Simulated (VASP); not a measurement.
Here is a VASP 6.6.1 calculation.

The input INCAR:

```
PREC = Accurate ; ENCUT = 520
EDIFF = 1E-7 ; ISMEAR = 0
SIGMA = 0.1 ; LREAL = F
LASPH = T ; NELM = 80
ALGO = Normal ; ISIF = 2
LWAVE = F ; LCHARG = T
GGA = PE ; LELF = T
LVHAR = T ; NBANDS = 30
```

KPOINTS

```
Automatic mesh
0
Gamma
  6 6 2
```

The input POSCAR:

```
Ge2Sb2Se
1.0
    4.4165762802      0.0000000000      0.0000000000
   -2.2082881401      3.8248672564      0.0000000000
    0.0000000000      0.0000000000      8.4964859704
Ge Sb Se
2 2 1
Direct
    0.3333333333      0.6666666667      0.5000000000
    0.6666666667      0.3333333333      0.0000000000
    0.0000000000      0.0000000000      0.3251075089
    0.0000000000      0.0000000000      0.6748924911
    0.3333333333      0.6666666667      0.0000000000
```

Potentials or basis: VASP PAW PBE potentials, release 64 (Ge_d, Sb, Se).

Run with:

```console
$ cat potpaw_PBE.64/Ge_d/POTCAR potpaw_PBE.64/Sb/POTCAR potpaw_PBE.64/Se/POTCAR > POTCAR
$ mpirun -np 1 vasp_std > vasp.out
```

Q: Estimate the largest force.

A: 0.031 eV/Å.

Q: What does it give for the pressure?

A: 0.0 GPa.

Q: Predict the band gap on the k mesh.

A: Zero (bands 22 and 23 overlap by 0.74 eV).

Forces on the atoms (eV/Å):
```
Ge   0.000  0.000  0.000
Ge   0.000  0.000  0.000
Sb   0.000  0.000 -0.031
Sb   0.000  0.000  0.031
Se   0.000  0.000  0.000
```

Caveat: the k points lie up to 0.37 Å⁻¹ apart, too coarse for converged energies and pressures of a metal; spin-orbit coupling is left out, which moves the levels of the heavy elements.
